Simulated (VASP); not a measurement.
Here is a VASP 6.6.1 calculation.

INCAR

```
ALGO = Normal ; DIPOL = 0.5 0.5 0.500
EDIFF = 1E-7 ; ENCUT = 520
GGA = PE ; IDIPOL = 3
ISIF = 2 ; ISMEAR = 0
LASPH = T ; LCHARG = T
LDIPOL = T ; LELF = T
LREAL = F ; LVACPOTAV = T
LVHAR = T ; LWAVE = F
NBANDS = 11 ; NELM = 80
PREC = Accurate ; SIGMA = 0.1
```

The input KPOINTS:

```
k-points
0
Gamma
  15 15 1
```

Contents of POSCAR:

```
Si
1.0
    3.9370000000      0.0000000000      0.0000000000
   -1.9685000000      3.4095420147      0.0000000000
    0.0000000000      0.0000000000     28.0000000000
Si
2
Direct
    0.3333333333      0.6666666667      0.5127500000
    0.6666666667      0.3333333333      0.4872500000
```

Potentials or basis: VASP PAW PBE potentials, release 64 (Si).

The run is started by

```sh
$ cat potpaw_PBE.64/Si/POTCAR > POTCAR
$ mpirun -np 1 vasp_std > vasp.out
```

Q: Predict the largest force.

A: 0.929 eV/Å.

Q: What does it give for the work function of the lower face?

A: 4.65 eV.

Q: What does it give for the work function of the upper face?

A: 4.65 eV.

Q: What does it give for the band gap on the k mesh?

A: Zero (filled and empty bands touch).

Forces on the atoms (eV/Å):
```
Si   0.000  0.000 -0.929
Si   0.000  0.000  0.929
```
